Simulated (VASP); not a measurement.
Wanted: the native input for a VASP 6.6.1 run.

* Task: single point
* Functional: r2SCAN
* Potentials or basis: VASP PAW PBE potentials, release 64 (Pb_d, Se)
* Cutoff: 520 eV
* k mesh: 6 × 6 × 6
* Occupations: gaussian, width 0.01 eV
* Spin: no spin polarisation
* Dipole correction: no
* Further INCAR settings: ALGO = Normal; EDIFF = 1e-06; NBANDS = 17

Crystal: PbSe.

```
Pb Se
1.0
     0.00000    3.06065    3.06065
     3.06065    0.00000    3.06065
     3.06065    3.06065    0.00000
Pb Se
1 1
Direct
  0.00000 0.00000 0.00000
  0.50000 0.50000 0.50000
```

The input as run:

POSCAR

```
PbSe
1.0
    0.0000000000      3.0606500000      3.0606500000
    3.0606500000      0.0000000000      3.0606500000
    3.0606500000      3.0606500000      0.0000000000
Pb Se
1 1
Direct
    0.0000000000      0.0000000000      0.0000000000
    0.5000000000      0.5000000000      0.5000000000
```

INCAR.step1

```
SYSTEM = PbSe
ALGO = Normal
EDIFF = 1E-4
ENCUT = 520
GGA = PE
ISMEAR = 0
LASPH = .TRUE.
LCHARG = .FALSE.
LREAL = .FALSE.
LWAVE = .TRUE.
NBANDS = 17
NELM = 100
PREC = Accurate
SIGMA = 0.01
```

INCAR.step2

```
SYSTEM = PbSe
ALGO = Normal
EDIFF = 1E-6
ENCUT = 520
ISIF = 2
ISMEAR = 0
ISTART = 1
LASPH = .TRUE.
LCHARG = .TRUE.
LELF = .TRUE.
LMIXTAU = .TRUE.
LREAL = .FALSE.
LVHAR = .TRUE.
LWAVE = .FALSE.
METAGGA = R2SCAN
NBANDS = 17
NELM = 100
PREC = Accurate
SIGMA = 0.01
```

KPOINTS

```
k-points
0
G
  6 6 6
  0 0 0
```

Potentials or basis: VASP PAW PBE potentials, release 64 (Pb_d, Se).

The run is started by

```console
$ cat potpaw_PBE.64/Pb_d/POTCAR potpaw_PBE.64/Se/POTCAR > POTCAR
$ cp INCAR.step1 INCAR
$ mpirun -np 1 vasp_std > vasp.out
$ cp INCAR.step2 INCAR
$ mpirun -np 1 vasp_std > vasp.out
```

Results of the run:

- Pressure: 1.5 GPa
- Band gap on the k mesh: 0.58 eV

Caveat: the PAW data sets were made with another functional, which shifts forces and pressure a little; spin-orbit coupling is left out, which moves the levels of the heavy elements.

It took 84 s on 1 thread of Intel Xeon 8259CL, on a shared host, peak memory 0.19 GiB.
